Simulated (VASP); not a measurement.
# CdSiN2 (P-4m2) in VASP: further runs, part 3 of 3

VASP 6.6.1. Earlier steps stand in the parts before.

## (5) Single point, r2SCAN (11.94 Å³/atom)

This run uses another cell than the first one, of 11.94 Å³/atom.

POSCAR

```
CdSiN2
1.0
    3.0581408269      0.0000000000      0.0000000000
    0.0000000000      3.0581408269      0.0000000000
    0.0000000000      0.0000000000     10.2116679123
Cd N Si
2 4 2
Direct
    0.5000000000      0.0000000000      0.8616232094
    0.0000000000      0.5000000000      0.1383767906
    0.5000000000      0.5000000000      0.0000000000
    0.0000000000      0.0000000000      0.3247102099
    0.5000000000      0.5000000000      0.5000000000
    0.0000000000      0.0000000000      0.6752897901
    0.5000000000      0.0000000000      0.3956755403
    0.0000000000      0.5000000000      0.6043244597
```

INCAR.step1

```
ALGO = Normal ; EDIFF = 1E-4
ENCUT = 520 ; GGA = PE
ISMEAR = -1 ; LASPH = T
LCHARG = F ; LREAL = F
LWAVE = T ; NBANDS = 36
NELM = 100 ; PREC = Accurate
SIGMA = 0.02
```

INCAR.step2

```
ALGO = Normal ; EDIFF = 1E-6
ENCUT = 520 ; ISIF = 2
ISMEAR = -1 ; ISTART = 1
LASPH = T ; LCHARG = T
LELF = T ; LMIXTAU = T
LREAL = F ; LVHAR = T
LWAVE = F ; METAGGA = R2SCAN
NBANDS = 36 ; NELM = 100
PREC = Accurate ; SIGMA = 0.02
```

KPOINTS

```
k-points
0
Gamma
  8 8 2
```

Potentials or basis: VASP PAW PBE potentials, release 64 (Cd, N, Si).

On the command line:

```
$ cat potpaw_PBE.64/Cd/POTCAR potpaw_PBE.64/N/POTCAR potpaw_PBE.64/Si/POTCAR > POTCAR
$ cp INCAR.step1 INCAR
$ mpirun -np 1 vasp_std > vasp.out
$ cp INCAR.step2 INCAR
$ mpirun -np 1 vasp_std > vasp.out
```

OUTCAR:

```text
EDIFF = 1E-6
   ENCUT = 520
   ISIF = 2
   ISMEAR = -1
   ISTART = 1
   LASPH = T
   LREAL = F
   METAGGA = R2SCAN
   NELM = 100
   PREC = Accurate

 ion  position               nearest neighbor table
   1  0.500  0.000  0.862-   3 2.08   3 2.08   6 2.44   6 2.44   8 3.40   8 3.40   8 3.40   8 3.40
                             2 3.56   2 3.56   2 3.56   2 3.56
   2  0.000  0.500  0.138-   3 2.08   3 2.08   4 2.44   4 2.44   7 3.40   7 3.40   7 3.40   7 3.40
                             1 3.56   1 3.56   1 3.56   1 3.56
   3  0.500  0.500  0.000-   1 2.08   2 2.08   1 2.08   2 2.08
   4  0.000  0.000  0.325-   7 1.69   7 1.69   2 2.44   2 2.44
   5  0.500  0.500  0.500-   7 1.86   8 1.86   7 1.86   8 1.86
   6  0.000  0.000  0.675-   8 1.69   8 1.69   1 2.44   1 2.44
   7  0.500  0.000  0.396-   4 1.69   4 1.69   5 1.86   5 1.86   8 3.04   8 3.04   8 3.04   8 3.04
                             2 3.40   2 3.40   2 3.40   2 3.40
   8  0.000  0.500  0.604-   6 1.69   6 1.69   5 1.86   5 1.86   7 3.04   7 3.04   7 3.04   7 3.04
                             1 3.40   1 3.40   1 3.40   1 3.40

  LATTYP: Found a simple tetragonal cell.
 ALAT       =     3.0581408269
 C/A-ratio  =     3.3391751689

  Lattice vectors:

 A1 = (   3.0581408269,   0.0000000000,   0.0000000000)
 A2 = (   0.0000000000,   3.0581408269,   0.0000000000)
 A3 = (   0.0000000000,   0.0000000000,  10.2116679123)

Analysis of symmetry for initial positions (statically):
=====================================================================
 Subroutine PRICEL returns:
 Original cell was already a primitive cell.

 Routine SETGRP: Setting up the symmetry group for a
 simple tetragonal supercell.

 Subroutine GETGRP returns: Found  8 space group operations
 (whereof  8 operations were pure point group operations)
 out of a pool of 16 trial point group operations.

The static configuration has the point symmetry D_2d.

Analysis of symmetry for dynamics (positions and initial velocities):
=====================================================================
 Subroutine PRICEL returns:
 Original cell was already a primitive cell.

 Routine SETGRP: Setting up the symmetry group for a
 simple tetragonal supercell.

 Subroutine GETGRP returns: Found  8 space group operations
 (whereof  8 operations were pure point group operations)
 out of a pool of 16 trial point group operations.

The dynamic configuration has the point symmetry D_2d.

 Subroutine INISYM returns: Found  8 space group operations
 (whereof  8 operations are pure point group operations),
 and found     1 'primitive' translations

----------------------------------------------------------------------------------------

                                     Primitive cell

  volume of cell :      95.5018

  direct lattice vectors                    reciprocal lattice vectors
     3.058140827  0.000000000  0.000000000     0.326996060  0.000000000  0.000000000
     0.000000000  3.058140827  0.000000000     0.000000000  0.326996060  0.000000000
     0.000000000  0.000000000 10.211667912     0.000000000  0.000000000  0.097927195

  length of vectors
[... 53 lines left out ...]
  0.250000  0.000000  0.000000      4.000000
  0.375000  0.000000  0.000000      4.000000
  0.500000  0.000000  0.000000      2.000000
  0.125000  0.125000  0.000000      4.000000
[... 16 lines left out ...]
  0.375000  0.125000  0.500000      8.000000
  0.500000  0.125000  0.500000      4.000000
 [... further k-points ...]
   k-points           NKPTS =     30   k-points in BZ     NKDIM =     30   number of bands    NBANDS=     36
   number of dos      NEDOS =    301   number of ions     NIONS =      8
   total plane-waves  NPLWV =  46080
   dimension x,y,z NGX =    24 NGY =   24 NGZ =   80
   dimension x,y,z NGXF=    48 NGYF=   48 NGZF=  160
   ions per type =               2   4   2
   NGX,Y,Z   is equivalent  to a cutoff of  13.05, 13.05, 13.02 a.u.
   NGXF,Y,Z  is equivalent  to a cutoff of  26.09, 26.09, 26.05 a.u.
 SYSTEM =  unknown system
   PREC   = accura    normal or accurate (medium, high low for compatibility)
   ISTART =      1    job   : 0-new  1-cont  2-samecut
   ICHARG =      0    charge: 1-file 2-atom 10-const
   ISPIN  =      1    spin polarized calculation?
   LNONCOLLINEAR =      F non collinear calculations
   LSORBIT =      F    spin-orbit coupling
   LASPH  =      T    aspherical Exc in radial PAW
   ENCUT  =  520.0 eV  38.22 Ry    6.18 a.u.   5.69  5.69 18.99*2*pi/ulx,y,z
   NELM   =    100;   NELMIN=  2; NELMDL=  0     # of ELM steps
   EDIFF  = 0.1E-05   stopping-criterion for ELM
   LREAL  =      F    real-space projection
   EDIFFG = 0.1E-04   stopping-criterion for IOM
   NSW    =      0    number of steps for IOM
   IBRION =     -1    ionic relax: 0-MD 1-quasi-New 2-CG
   NFREE  =      0    steps in history (QN), initial steepest desc. (CG)
   ISIF   =      2    stress and relaxation
   ISYM   =      2    0-nonsym 1-usesym 2-fastsym
   POTIM  = 0.5000    time-step for ionic-motion
   TEBEG  =    0.0;   TEEND  =   0.0 temperature during run
   PSTRESS=    0.0 pullay stress
   NELECT =      52.0000    total number of electrons
   NUPDOWN=      -1.0000    fix difference up-down
   EMIN   =  10.00;   EMAX   =-10.00  energy-range for DOS
   EFERMI =   0.00;   METHOD = LEGACY
   ISMEAR =    -1;   SIGMA  =   0.02  broadening in eV -4-tet -1-fermi 0-gaus
   EFERMI_NEDOS =   21; number of points for ismear=-14 and -15
   IALGO  =     38    algorithm
   IMIX   =      4    mixing-type and parameters
     AMIX     =   0.40;   BMIX     =  1.00
     AMIX_MAG =   1.60;   BMIX_MAG =  1.00
  volume/ion in A,a.u.               =      11.94        80.56
  Fermi-wavevector in a.u.,A,eV,Ry     =   1.336817  2.526218 24.314707  1.787081
  Thomas-Fermi vector in A             =   2.465414
   LORBIT       =      0    0 simple, 1 ext, 2 COOP (PROOUT), +10 PAW based schemes
   METAGGA = R2SCAN    functional components
   LHFCALC =     F    Hartree Fock is set to
   AEXX    =    0.0000 exact exchange contribution
   IVDW    =     0    specifies the selected vdW correction
   LEPSILON=     F    determine dielectric tensor
   LRPA    =     F    only Hartree local field effects (RPA)
 non-spin polarized calculation
  energy-cutoff  :      520.00
  volume of cell :       95.50
 maximum number of plane-waves:      2600
 NGX is ok and might be reduce to    24
   NGX = 11   NGY = 11   NGZ = 37

 number of electron      51.9999983 magnetization

 Free energy of the ion-electron system (eV)
  ---------------------------------------------------
  ext. energy  EPLUGINS =         0.00000000
  ---------------------------------------------------
  free energy    TOTEN  =       -96.21199874 eV

  energy without entropy =      -96.20993099  energy(sigma->0) =      -96.21096486

 E-fermi :   7.3495     XC(G=0): -11.9744

 val. band max:        7.2603204513   @ k =   0.5000   0.5000   0.0000
 cond. band min:       7.3505213963   @ k =   0.3750   0.0000   0.0000
 fundamental gap:      0.0902009450
 Fermi energy:         7.3494820214

 k-point     1 :       0.0000    0.0000    0.0000
  band No.  band energies     occupation
      1     -15.3199      2.00000
      2     -12.6617      2.00000
      3     -11.1149      2.00000
      4      -8.6799      2.00000
      5      -3.3844      2.00000
      6      -2.7867      2.00000
[... 925 lines left out ...]
     35      12.6876      0.00000
     36      14.3673      0.00000

 [... further k-points ...]

------------------------ aborting loop because EDIFF is reached ----------------------------------------

  FORCE on cell =-STRESS in cart. coord.  units (eV):
  Direction    XX          YY          ZZ          XY          YZ          ZX
  --------------------------------------------------------------------------------------
  -------------------------------------------------------------------------------------
  Total        4.1033646      4.1033646      4.1790160      0.0000000      0.0000000      0.0000000
  in kB       68.8397113     68.8397113     70.1088714      0.0000000      0.0000000      0.0000000
  external PRESSURE =      69.2627647 kB  Pullay stress =       0.0000000 kB

 VOLUME and BASIS-vectors are now :
 -----------------------------------------------------------------------------
  energy-cutoff  :      520.00
  volume of cell :       95.50
      direct lattice vectors                 reciprocal lattice vectors
     3.058140827  0.000000000  0.000000000     0.326996060  0.000000000  0.000000000
     0.000000000  3.058140827  0.000000000     0.000000000  0.326996060  0.000000000
     0.000000000  0.000000000 10.211667912     0.000000000  0.000000000  0.097927195

 POSITION                                       TOTAL-FORCE (eV/Angst)
 -----------------------------------------------------------------------------------
      1.52907      0.00000      8.79861         0.000000      0.000000     -0.411383
      0.00000      1.52907      1.41306         0.000000      0.000000      0.411383
      1.52907      1.52907      0.00000         0.000000     -0.000000      0.000000
      0.00000      0.00000      3.31583        -0.000000      0.000000     -0.213044
      1.52907      1.52907      5.10583         0.000000     -0.000000      0.000000
      0.00000      0.00000      6.89584         0.000000      0.000000      0.213044
      1.52907      0.00000      4.04051         0.000000      0.000000      0.020528
      0.00000      1.52907      6.17116         0.000000      0.000000     -0.020528
 -----------------------------------------------------------------------------------
    total drift:                                0.000000      0.000000      0.000000

  FREE ENERGIE OF THE ION-ELECTRON SYSTEM (eV)
  ---------------------------------------------------
  free  energy   TOTEN  =       -96.2119987388 eV

  energy  without entropy=      -96.2099309883  energy(sigma->0) =      -96.21096486
```

Run time: 8.5 min. Hardware: 1 thread of Intel Xeon 8259CL, shared host; peak memory 0.27 GiB.

Results:

```yaml
Free_energy: -96.2120 eV
Pressure: 6.9 GPa
Largest_force: 0.411 eV/Å
Band_gap_on_the_k_mesh: zero (bands 26 and 27 overlap by 0.44 eV)
```

Forces in eV/Å, atoms in the order of the input:
```
Cd   0.000  0.000 -0.411
Cd   0.000  0.000  0.411
N    0.000  0.000  0.000
N    0.000  0.000 -0.213
N    0.000  0.000  0.000
N    0.000  0.000  0.213
Si   0.000  0.000  0.021
Si   0.000  0.000 -0.021
```

Stress tensor (GPa, compression positive):
```
6.88 0.00 0.00
0.00 6.88 0.00
0.00 0.00 7.01
```

Caveat: the cell stands under pressure; the PAW data sets were made with another functional, which shifts forces and pressure a little.

## (6) Summary

```csv
level,cell,k mesh,gap on the mesh (eV),pressure (GPa),largest force (eV/Å)
PBE,"a = 3.175, b = 3.175, c = 10.620 Å, 8 atoms",6 × 6 × 2,none,-7.5,0.34
r2SCAN,"a = 3.026, b = 3.026, c = 10.105 Å, 8 atoms",8 × 8 × 2,none,13.9,0.68
PBE,"a = 3.089, b = 3.089, c = 10.316 Å, 8 atoms",8 × 8 × 4,none,5.3,0.38
r2SCAN,"a = 3.058, b = 3.058, c = 10.212 Å, 8 atoms",8 × 8 × 2,none,6.9,0.41
```

Alike in all rows: task single point; potentials or basis VASP PAW PBE potentials, release 64 (Cd, N, Si); no spin polarisation; cutoff (eV) 520; smearing fermi-dirac 0.02 eV.

Caveats: the cell stands under pressure (at least some runs); the PAW data sets were made with another functional, which shifts forces and pressure a little (at least some runs); the cell stands under tension (at least some runs).

Total energies depend on the potentials used, so only differences within one code and one set of settings carry meaning.
